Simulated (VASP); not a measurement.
Write the native input for VASP 6.6.1 that does the following.

| Property | Result |
| --- | --- |
| Task | relaxation of cell and atoms |
| Functional | PBE |
| Potentials or basis | VASP PAW PBE potentials, release 64 (Ge_d) |
| Cutoff | 600 eV |
| k mesh | 12 × 12 × 12 |
| Occupations | gaussian, width 0.01 eV |
| Spin | no spin polarisation |
| Dipole correction | no |
| Further INCAR settings | ALGO = Normal; EDIFF = 1e-06; IBRION = 2; EDIFFG = -0.01; NSW = 100; ISIF = 3 |

The structure of Ge lies in POSCAR:

```
Ge
1.0
   -2.0560237478      2.0560237478      2.8310026140
    2.0560237478     -2.0560237478      2.8310026140
    2.0560237478      2.0560237478     -2.8310026140
Ge
2
Direct
    0.2500000000      0.7500000000      0.5000000000
    0.5000000000      0.5000000000      0.0000000000
```

The cell was built from a structure type or drawn by symmetry, and may not be a known phase.

The input as run:

INCAR

```
PREC     = Accurate       # precision mode
ENCUT    = 600            # plane-wave cutoff, eV
EDIFF    = 1E-6           # SCF threshold, eV
ISMEAR   = 0              # smearing method
SIGMA    = 0.01           # smearing width, eV
LREAL    = False          # projectors in reciprocal space
LASPH    = True           # aspherical terms in the spheres
NELM     = 80             # most SCF steps
ALGO     = Normal         # electronic algorithm
ISIF     = 3              # what is computed and relaxed
LWAVE    = False          # write WAVECAR
LCHARG   = False          # write CHGCAR
GGA      = PE             # functional
IBRION   = 2              # ionic algorithm
NSW      = 100            # ionic steps
EDIFFG   = -0.01          # ionic threshold
```

KPOINTS

```
Automatic mesh
0
Gamma
  12 12 12
```

Potentials or basis: VASP PAW PBE potentials, release 64 (Ge_d).

The run is started by

```bash
$ cat potpaw_PBE.64/Ge_d/POTCAR > POTCAR
$ mpirun -np 1 vasp_std > vasp.out
```

It gave:

| Quantity | Value |
| --- | --- |
| Relaxed volume | 23.89 Å³/atom |
| Relaxed cell | a = 4.073 Å, b = 4.073 Å, c = 4.073 Å, α = 120.02°, β = 120.02°, γ = 89.97° |
| Space group after relaxing (to 0.1 Å) | Fd-3m (No. 227) |
| Energy gained by relaxing | 2.3 meV/atom |
| Ionic steps | 10 |
| Pressure after relaxing | 0.0 GPa |
| Band gap on the k mesh | zero (filled and empty bands touch) |

Caveat: semilocal functionals underestimate gaps, so a narrow gap can read as zero.

It took 12 min on 1 thread of Intel Xeon 8259CL, on a shared host, peak memory 0.29 GiB.
